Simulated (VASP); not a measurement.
# WC (P-6m2) in VASP: further runs

WC is run at these levels: PBEsol; tasks: relaxation of shape and atoms at fixed volume, relaxation of cell and atoms.

All numbers are computed with VASP 6.6.1; they aren't measurements. Logs are shortened: lines on timing, memory, paths and dates and some standing lists are left out, and cuts for length are marked.

**1. The cell of the first run**

It takes space group P-6m2 (No. 187, hexagonal). The conventional cell has a = 2.804 Å, b = 2.804 Å, c = 2.750 Å, α = 90.00°, β = 90.00°, γ = 120.00°. Within 2.8 Å of W (site symmetry -6m2) lie 6 C at 2.12 Å and 2 W at 2.75 Å. Within 2.8 Å of C (site symmetry -6m2) lie 6 W at 2.12 Å and 2 C at 2.75 Å.

**2. Relaxation of shape and atoms at fixed volume, PBEsol (volume scaled by 0.91)**

The input, INCAR:

```
ALGO = Normal ; EDIFF = 1E-6
EDIFFG = -0.01 ; ENCUT = 600
GGA = PS ; IBRION = 2
ISIF = 4 ; ISMEAR = 0
LASPH = True ; LCHARG = False
LREAL = False ; LWAVE = False
NELM = 80 ; NSW = 50
PREC = Accurate ; SIGMA = 0.1
```

The input, KPOINTS:

```
k-points
0
Gamma
  18 18 14
```

The input, POSCAR:

```
WC
1.0
    2.8038273252      0.0000000000      0.0000000000
   -1.4019136626      2.4281856914      0.0000000000
    0.0000000000      0.0000000000      2.7498191928
W C
1 1
Direct
    0.0000000000      0.0000000000      0.0000000000
    0.6666666667      0.3333333333      0.5000000000
```

Potentials or basis: VASP PAW PBE potentials, release 64 (W_sv, C).

Launch:

```sh
$ cat potpaw_PBE.64/W_sv/POTCAR potpaw_PBE.64/C/POTCAR > POTCAR
$ mpirun -np 1 vasp_std > vasp.out
```

OUTCAR:

```text
EDIFF = 1E-6
   EDIFFG = -0.01
   ENCUT = 600
   GGA = PS
   IBRION = 2
   ISIF = 4
   ISMEAR = 0
   LASPH = True
   LREAL = False
   NELM = 80
   NSW = 50
   PREC = Accurate

 ion  position               nearest neighbor table
   1  0.000  0.000  0.000-   2 2.12   2 2.12   2 2.12   2 2.12   2 2.12   2 2.12
   2  0.667  0.333  0.500-   1 2.12   1 2.12   1 2.12   1 2.12   1 2.12   1 2.12

  LATTYP: Found a hexagonal cell.
 ALAT       =     2.8038273252
 C/A-ratio  =     0.9807377109

  Lattice vectors:

 A1 = (   2.8038273252,   0.0000000000,   0.0000000000)
 A2 = (  -1.4019136626,   2.4281856914,   0.0000000000)
 A3 = (   0.0000000000,   0.0000000000,   2.7498191928)

Analysis of symmetry for initial positions (statically):
=====================================================================
 Subroutine PRICEL returns:
 Original cell was already a primitive cell.

 Routine SETGRP: Setting up the symmetry group for a
 hexagonal supercell.

 Subroutine GETGRP returns: Found 12 space group operations
 (whereof 12 operations were pure point group operations)
 out of a pool of 24 trial point group operations.

The static configuration has the point symmetry D_3h.

Analysis of symmetry for dynamics (positions and initial velocities):
=====================================================================
 Subroutine PRICEL returns:
 Original cell was already a primitive cell.

 Routine SETGRP: Setting up the symmetry group for a
 hexagonal supercell.

 Subroutine GETGRP returns: Found 12 space group operations
 (whereof 12 operations were pure point group operations)
 out of a pool of 24 trial point group operations.

The dynamic configuration has the point symmetry D_3h.

 Subroutine INISYM returns: Found 12 space group operations
 (whereof 12 operations are pure point group operations),
 and found     1 'primitive' translations

----------------------------------------------------------------------------------------

                                     Primitive cell

  volume of cell :      18.7214

  direct lattice vectors                    reciprocal lattice vectors
     2.803827325  0.000000000  0.000000000     0.356655344  0.205915059  0.000000000
    -1.401913663  2.428185691  0.000000000     0.000000000  0.411830118  0.000000000
     0.000000000  0.000000000  2.749819193     0.000000000  0.000000000  0.363660274

  length of vectors
     2.803827325  2.803827325  2.749819193     0.411830118  0.411830118  0.363660274

  position of ions in fractional coordinates (direct lattice)
     0.000000000  0.000000000  0.000000000
     0.666666667  0.333333333  0.500000000

  ion indices of the primitive-cell ions
   primitive index   ion index
[... 99 lines left out ...]
   GGA     = PS    functional components
   LHFCALC =     F    Hartree Fock is set to
   AEXX    =    0.0000 exact exchange contribution
   IVDW    =     0    specifies the selected vdW correction
   LEPSILON=     F    determine dielectric tensor
   LRPA    =     F    only Hartree local field effects (RPA)
 conjugate gradient relaxation of ions
 non-spin polarized calculation
 Gauss-broadening in eV      SIGMA  =   0.10
  energy-cutoff  :      600.00
  volume of cell :       18.72
 maximum number of plane-waves:       642
 NGX is ok and might be reduce to    24
   NGX = 11   NGY = 11   NGZ = 11

--------------------------------------- Ionic step        1  -------------------------------------------

 number of electron      18.0000001 magnetization

 Free energy of the ion-electron system (eV)
  ---------------------------------------------------
  ext. energy  EPLUGINS =         0.00000000
  ---------------------------------------------------
  free energy    TOTEN  =       -23.63289024 eV

  energy without entropy =      -23.63178638  energy(sigma->0) =      -23.63233831

------------------------ aborting loop because EDIFF is reached ----------------------------------------

  FORCE on cell =-STRESS in cart. coord.  units (eV):
  Direction    XX          YY          ZZ          XY          YZ          ZX
  --------------------------------------------------------------------------------------
  -------------------------------------------------------------------------------------
  Total        5.5900070      5.5900070      5.9218235      0.0000000      0.0000000      0.0000000
  in kB      478.3939043    478.3939043    506.7908204      0.0000000      0.0000000      0.0000000
  external PRESSURE =     487.8595430 kB  Pullay stress =       0.0000000 kB
[... 59 lines left out ...]
--------------------------------------- Ionic step        3  -------------------------------------------

 number of electron      18.0000001 magnetization

 Free energy of the ion-electron system (eV)
  ---------------------------------------------------
  ext. energy  EPLUGINS =         0.00000000
  ---------------------------------------------------
  free energy    TOTEN  =       -23.63320806 eV

  energy without entropy =      -23.63211549  energy(sigma->0) =      -23.63266177

 E-fermi :  12.5030     XC(G=0): -14.5078

 val. band max:       12.4783003841   @ k =   0.4444   0.1111   0.5000
 cond. band min:      12.5139846082   @ k =   0.0000   0.0000   0.0714
 fundamental gap:      0.0356842241
 Fermi energy:        12.5029639024

 k-point     1 :       0.0000    0.0000    0.0000
  band No.  band energies     occupation
      1     -61.2646      2.00000
      2     -25.2680      2.00000
      3     -25.0851      2.00000
      4     -25.0851      2.00000
      5      -2.7633      2.00000
      6       7.4902      2.00000
      7       8.7342      2.00000
      8       8.7342      2.00000
      9      12.5334      0.66699
     10      16.1775      0.00000
     11      16.1775      0.00000
     12      18.6760      0.00000
     13      18.6760      0.00000
[... 354 lines left out ...]
  band No.  band energies     occupation
      1     -61.1665      2.00000
      2     -26.2133      2.00000
      3     -25.4472      2.00000
      4     -25.0951      2.00000
      5       1.0351      2.00000
      6       5.0960      2.00000
      7       8.3956      2.00000
      8       8.3968      2.00000
      9      11.9588      2.00000
     10      14.4383      0.00000
     11      16.5194      0.00000
     12      18.0847      0.00000
     13      20.7867      0.00000

 [... further k-points ...]

------------------------ aborting loop because EDIFF is reached ----------------------------------------

  FORCE on cell =-STRESS in cart. coord.  units (eV):
  Direction    XX          YY          ZZ          XY          YZ          ZX
  --------------------------------------------------------------------------------------
  -------------------------------------------------------------------------------------
  Total        5.6798802      5.6798802      5.6866600      0.0000000      0.0000000      0.0000000
  in kB      486.0852689    486.0852689    486.6654839      0.0000000      0.0000000      0.0000000
  external PRESSURE =     486.2786739 kB  Pullay stress =       0.0000000 kB
[... 17 lines left out ...]
  FREE ENERGIE OF THE ION-ELECTRON SYSTEM (eV)
  ---------------------------------------------------
  free  energy   TOTEN  =       -23.6332080587 eV

  energy  without entropy=      -23.6321154851  energy(sigma->0) =      -23.63266177

 reached required accuracy - stopping structural energy minimisation
```

CONTCAR:

```text
WC
   1.00000000000000
     2.8009810515031908   -0.0000000000000000    0.0000000000000000
    -1.4004905257515954    2.4257207460675407    0.0000000000000000
     0.0000000000000000    0.0000000000000000    2.7554106013476627
  W               C
     1     1
Direct
     0.0000000000000000    0.0000000000000000    1.0000000000000000
     0.6666666667000030    0.3333333332999970    0.5000000000000000

  0.00000000E+00  0.00000000E+00  0.00000000E+00
  0.00000000E+00  0.00000000E+00  0.00000000E+00
```

Run time: 2.4 min. Hardware: 1 thread of Intel Xeon 8259CL, shared host; peak memory 0.22 GiB.

The run converged, but its numbers aren't listed here, since they failed a check.

Caveat: the cell differs from its parent crystal (volume scaled by 0.91); the PAW data sets were made with another functional, which shifts forces and pressure a little; spin-orbit coupling is left out, which moves the levels of the heavy elements.

**3. Relaxation of shape and atoms at fixed volume, PBEsol (volume scaled by 0.94)**

The input, INCAR:

```
SYSTEM = WC
PREC     = Accurate       ! precision mode
ENCUT    = 600            ! plane-wave cutoff, eV
EDIFF    = 1E-7           ! SCF threshold, eV
ISMEAR   = 0              ! smearing method
SIGMA    = 0.1            ! smearing width, eV
LREAL    = .FALSE.        ! projectors in reciprocal space
LASPH    = .TRUE.         ! aspherical terms in the spheres
NELM     = 100            ! most SCF steps
ALGO     = Normal         ! electronic algorithm
ISIF     = 4              ! what is computed and relaxed
LWAVE    = .FALSE.        ! write WAVECAR
LCHARG   = .FALSE.        ! write CHGCAR
GGA      = PS             ! functional
IBRION   = 2              ! ionic algorithm
NSW      = 50             ! ionic steps
EDIFFG   = -0.01          ! ionic threshold
```

The input, KPOINTS:

```
regular mesh
0
G
  18 18 14
  0 0 0
```

The input, POSCAR:

```
WC
1.0
    2.8367707074      0.0000000000      0.0000000000
   -1.4183853537      2.4567154973      0.0000000000
    0.0000000000      0.0000000000      2.7748828992
W C
1 1
Direct
    0.0000000000      0.0000000000      0.0000000000
    0.6666666667      0.3333333333      0.5000000000
```

Potentials or basis: VASP PAW PBE potentials, release 64 (W_sv, C).

Launch:

```sh
$ cat potpaw_PBE.64/W_sv/POTCAR potpaw_PBE.64/C/POTCAR > POTCAR
$ mpirun -np 1 vasp_std > vasp.out
```

Run time: 2.9 min. Hardware: 1 thread of Intel Xeon 8259CL, shared host; peak memory 0.22 GiB.

The run converged. Its results:

```yaml
Free_energy: -23.7849 eV
Energy_gained_by_relaxing: 0.2 meV/atom
Ionic_steps: 3
Pressure_after_relaxing: 30.3 GPa
Band_gap_on_the_k_mesh: zero (band 9 reaches 12.62 eV, above the bottom of band 10 at 11.27 eV)
```

The path:
```tsv
step	energy change (eV)	largest force (eV/Å)	pressure (GPa)	volume (Å³)
1	0.0000	0.0000	30.40	19.34
2	0.0004	0.0000	30.05	19.34
3	-0.0003	0.0000	30.26	19.34
```

Final structure:
```yaml
crystal:
  lattice:
    - [2.83392, 0.00000, 0.00000]
    - [-1.41696, 2.45424, 0.00000]
    - [0.00000, 0.00000, 2.78047]
  atoms:
    - { symbol: W, position: [0.00000, 0.00000, 0.00000] }
    - { symbol: C, position: [0.66667, 0.33333, 0.50000] }
```

Levels at points of the mesh, in eV from the Fermi level:
```csv
k point,band 7,band 8,band 9,band 10,band 11,band 12
"(0.00, 0.00, 0.00)",-3.62,-3.62,0.06,3.53,3.53,6.01
"(0.50, 0.00, 0.00)",-4.03,-3.96,-0.46,2.51,4.99,5.44
"(0.00, 0.00, 0.50)",-2.17,-2.17,-0.72,-0.72,3.87,4.72
"(0.50, 0.00, 0.50)",-4.68,-4.37,0.42,4.93,5.83,7.29
```

Caveat: the cell differs from its parent crystal (volume scaled by 0.94); the PAW data sets were made with another functional, which shifts forces and pressure a little; spin-orbit coupling is left out, which moves the levels of the heavy elements.

**4. Relaxation of shape and atoms at fixed volume, PBEsol (volume scaled by 0.97)**

The input, INCAR:

```
SYSTEM = WC
PREC = Accurate
ENCUT = 600
EDIFF = 1E-6
ISMEAR = 0
SIGMA = 0.1
LREAL = .False.
LASPH = .True.
NELM = 100
ALGO = Normal
ISIF = 4
LWAVE = .False.
LCHARG = .False.
GGA = PS
IBRION = 2
NSW = 50
EDIFFG = -0.01
```

The input, KPOINTS:

```
Automatic mesh
0
Gamma
  18 18 14
  0 0 0
```

The input, POSCAR:

```
WC
1.0
    2.8691313297      0.0000000000      0.0000000000
   -1.4345656648      2.4847406183      0.0000000000
    0.0000000000      0.0000000000      2.7992143319
W C
1 1
Direct
    0.0000000000      0.0000000000      0.0000000000
    0.6666666667      0.3333333333      0.5000000000
```

Launch:

```sh
$ cat potpaw_PBE.64/W_sv/POTCAR potpaw_PBE.64/C/POTCAR > POTCAR
$ mpirun -np 1 vasp_std > vasp.out
```

It took 2.4 min on 1 thread of Intel Xeon 8259CL, shared host; peak memory 0.23 GiB.

The run converged. Its results:

| Property | Result |
| --- | --- |
| Free energy | -23.8711 eV |
| Energy gained by relaxing | 0.2 meV/atom |
| Ionic steps | 3 |
| Pressure after relaxing | 14.6 GPa |
| Band gap on the k mesh | zero (band 9 reaches 12.15 eV, above the bottom of band 10 at 10.85 eV) |

Step by step:
```csv
step,energy change (eV),largest force (eV/Å),pressure (GPa),volume (Å³)
1,0.0000,0.0000,14.72,19.96
2,0.0003,0.0000,14.39,19.96
3,-0.0003,0.0000,14.57,19.96
```

Final structure:
```xyz
2
Lattice="2.8662 0.0000 0.0000 -1.4331 2.4822 0.0000 0.0000 0.0000 2.8050" Properties=species:S:1:pos:R:3 pbc="T T T"
W     0.0000    0.0000    2.8050
C     1.4331    0.8274    1.4025
```

Levels at points of the mesh, in eV from the Fermi level:
```csv
k point,band 6,band 7,band 8,band 9,band 10,band 11,band 12,band 13
"(0.00, 0.00, 0.00)",-4.57,-3.49,-3.49,0.09,3.40,3.40,5.85,5.85
"(0.50, 0.00, 0.00)",-7.22,-3.83,-3.79,-0.45,2.43,4.79,5.20,7.08
"(0.00, 0.00, 0.50)",-8.94,-2.09,-2.09,-0.66,-0.66,3.80,4.64,4.64
"(0.50, 0.00, 0.50)",-6.73,-4.51,-4.28,0.36,4.71,5.61,7.01,9.63
```

Caveat: the cell differs from its parent crystal (volume scaled by 0.97); the PAW data sets were made with another functional, which shifts forces and pressure a little; spin-orbit coupling is left out, which moves the levels of the heavy elements.

**5. Relaxation of cell and atoms, PBEsol**

This run uses another cell than the first one, of 10.38 Å³/atom, 1.108 times its volume.

The input, INCAR:

```
PREC = Accurate
ENCUT = 600
EDIFF = 1E-7
ISMEAR = 0
SIGMA = 0.1
LREAL = F
LASPH = T
NELM = 60
ALGO = Normal
ISIF = 3
LWAVE = F
LCHARG = F
GGA = PS
IBRION = 2
NSW = 100
EDIFFG = -0.005
```

The input, KPOINTS:

```
Automatic mesh
0
Gamma
  18 18 14
```

The input, POSCAR:

```
WC
1.0
    2.9065000000      0.0000000000      0.0000000000
   -1.4532500000      2.5171028361      0.0000000000
    0.0000000000      0.0000000000      2.8366000000
W C
1 1
Direct
    0.0000000000      0.0000000000      0.0000000000
    0.6666666667      0.3333333333      0.5000000000
```

Launch:

```sh
$ cat potpaw_PBE.64/W_sv/POTCAR potpaw_PBE.64/C/POTCAR > POTCAR
$ mpirun -np 1 vasp_std > vasp.out
```

It took 4 min on 1 thread of Intel Xeon 8259CL, shared host; peak memory 0.24 GiB.

It converged, with:

* Free energy: -23.9018 eV
* Relaxed volume: 10.32 Å³/atom
* Relaxed cell: a = 2.901 Å, b = 2.901 Å, c = 2.831 Å, α = 90.00°, β = 90.00°, γ = 120.00°
* Space group after relaxing (to 0.05 Å): P-6m2 (No. 187)
* Energy gained by relaxing: 0.4 meV/atom
* Ionic steps: 6
* Pressure after relaxing: 0.0 GPa
* Band gap on the k mesh: zero (band 9 reaches 11.65 eV, above the bottom of band 10 at 10.41 eV)

The path:
```
step  energy change (eV)  largest force (eV/Å)  pressure (GPa)  volume (Å³)
   1              0.0000                0.0000           -2.36        20.75
   2              0.0065                0.0000            7.04        20.30
   3             -0.0009                0.0000           -0.02        20.63
   4             -0.0009                0.0000            0.02        20.63
   5             -0.0009                0.0000            0.05        20.63
   6             -0.0009                0.0000            0.03        20.63
```

Final structure:
```cif
data_structure
_symmetry_space_group_name_H-M 'P 1'
_symmetry_Int_Tables_number 1
_cell_length_a 2.9009
_cell_length_b 2.9009
_cell_length_c 2.8308
_cell_angle_alpha 90.000
_cell_angle_beta 90.000
_cell_angle_gamma 120.000
_cell_volume 20.63
loop_
_atom_site_label
_atom_site_type_symbol
_atom_site_fract_x
_atom_site_fract_y
_atom_site_fract_z
_atom_site_occupancy
W1 W 0.00000 0.00000 0.00000 1
C1 C 0.66667 0.33333 0.50000 1
```

Levels at points of the mesh, in eV from the Fermi level:
| k point | band 6 | band 7 | band 8 | band 9 | band 10 | band 11 | band 12 | band 13 |
| --- | --- | --- | --- | --- | --- | --- | --- | --- |
| (0.00, 0.00, 0.00) | -4.36 | -3.35 | -3.35 | 0.12 | 3.26 | 3.26 | 5.69 | 5.69 |
| (0.50, 0.00, 0.00) | -7.06 | -3.64 | -3.61 | -0.44 | 2.36 | 4.57 | 4.95 | 6.91 |
| (0.00, 0.00, 0.50) | -8.71 | -2.02 | -2.02 | -0.60 | -0.60 | 3.72 | 4.55 | 4.55 |
| (0.50, 0.00, 0.50) | -6.50 | -4.34 | -4.19 | 0.31 | 4.48 | 5.37 | 6.72 | 9.28 |

Caveat: the PAW data sets were made with another functional, which shifts forces and pressure a little; spin-orbit coupling is left out, which moves the levels of the heavy elements.

**6. Relaxation of shape and atoms at fixed volume, PBEsol (volume scaled by 1.03)**

The input, INCAR:

```
SYSTEM = WC
PREC = Accurate
ENCUT = 600
EDIFF = 1E-6
ISMEAR = 0
SIGMA = 0.1
LREAL = .False.
LASPH = .True.
NELM = 80
ALGO = Normal
ISIF = 4
LWAVE = .False.
LCHARG = .False.
GGA = PS
IBRION = 2
NSW = 50
EDIFFG = -0.01
```

The input, KPOINTS:

```
Automatic mesh
0
Gamma
  18 18 14
  0 0 0
```

The input, POSCAR:

```
WC
1.0
    2.9271091993      0.0000000000      0.0000000000
   -1.4635545997      2.5349509263      0.0000000000
    0.0000000000      0.0000000000      2.8557793563
W C
1 1
Direct
    0.0000000000      0.0000000000      0.0000000000
    0.6666666667      0.3333333333      0.5000000000
```

Potentials or basis: VASP PAW PBE potentials, release 64 (W_sv, C).

Launch:

```sh
$ cat potpaw_PBE.64/W_sv/POTCAR potpaw_PBE.64/C/POTCAR > POTCAR
$ mpirun -np 1 vasp_std > vasp.out
```

Wall time 66 s (1 thread of AMD EPYC 9R45 (Zen 5), shared host); peak memory 0.2 GiB.

Results (log left out):

```
Free energy               : -23.8839 eV
Energy gained by relaxing : 0.1 meV/atom
Ionic steps               : 3
Pressure after relaxing   : -10.3 GPa
Band gap on the k mesh    : zero (band 9 reaches 11.26 eV, above the bottom of band 10 at 10.06 eV)
```

Step by step:
| step | energy change (eV) | largest force (eV/Å) | pressure (GPa) | volume (Å³) |
| --- | --- | --- | --- | --- |
| 1 | 0.0000 | 0.0000 | -10.34 | 21.19 |
| 2 | 0.0001 | 0.0000 | -10.14 | 21.19 |
| 3 | -0.0001 | 0.0000 | -10.26 | 21.19 |

Final structure:
```
W C
1.0
     2.92922    0.00000    0.00000
    -1.46461    2.53678    0.00000
     0.00000    0.00000    2.85166
W C
1 1
Direct
  0.00000 0.00000 0.00000
  0.66667 0.33333 0.50000
```

Levels at points of the mesh, in eV from the Fermi level:
| k point | band 6 | band 7 | band 8 | band 9 | band 10 | band 11 | band 12 | band 13 |
| --- | --- | --- | --- | --- | --- | --- | --- | --- |
| (0.00, 0.00, 0.00) | -4.20 | -3.25 | -3.25 | 0.15 | 3.14 | 3.14 | 5.56 | 5.56 |
| (0.50, 0.00, 0.00) | -6.94 | -3.49 | -3.48 | -0.43 | 2.29 | 4.40 | 4.75 | 6.77 |
| (0.00, 0.00, 0.50) | -8.52 | -1.96 | -1.96 | -0.56 | -0.56 | 3.66 | 4.47 | 4.47 |
| (0.50, 0.00, 0.50) | -6.33 | -4.22 | -4.11 | 0.27 | 4.30 | 5.19 | 6.49 | 9.01 |

Caveat: the cell differs from its parent crystal (volume scaled by 1.03); the PAW data sets were made with another functional, which shifts forces and pressure a little; spin-orbit coupling is left out, which moves the levels of the heavy elements.

**7. Overview**

```tsv
task	cell	gap on the mesh (eV)	pressure (GPa)
relaxation of shape and atoms at fixed volume	relaxed from a = 2.837, b = 2.837, c = 2.775 Å, angles 90.0, 90.0, 120.0°, 2 atoms	none	30.3
relaxation of shape and atoms at fixed volume	relaxed from a = 2.869, b = 2.869, c = 2.799 Å, angles 90.0, 90.0, 120.0°, 2 atoms	none	14.6
relaxation of cell and atoms	relaxed from a = 2.906, b = 2.907, c = 2.837 Å, angles 90.0, 90.0, 120.0°, 2 atoms	none	0.0
relaxation of shape and atoms at fixed volume	relaxed from a = 2.927, b = 2.927, c = 2.856 Å, angles 90.0, 90.0, 120.0°, 2 atoms	none	-10.3
```

Alike in all rows: level PBEsol; potentials or basis VASP PAW PBE potentials, release 64 (W_sv, C); no spin polarisation; k mesh 18 × 18 × 14; cutoff (eV) 600; smearing gaussian 0.1 eV.

Caveats: the PAW data sets were made with another functional, which shifts forces and pressure a little; spin-orbit coupling is left out, which moves the levels of the heavy elements.

Total energies depend on the potentials used, so only differences within one code and one set of settings carry meaning.
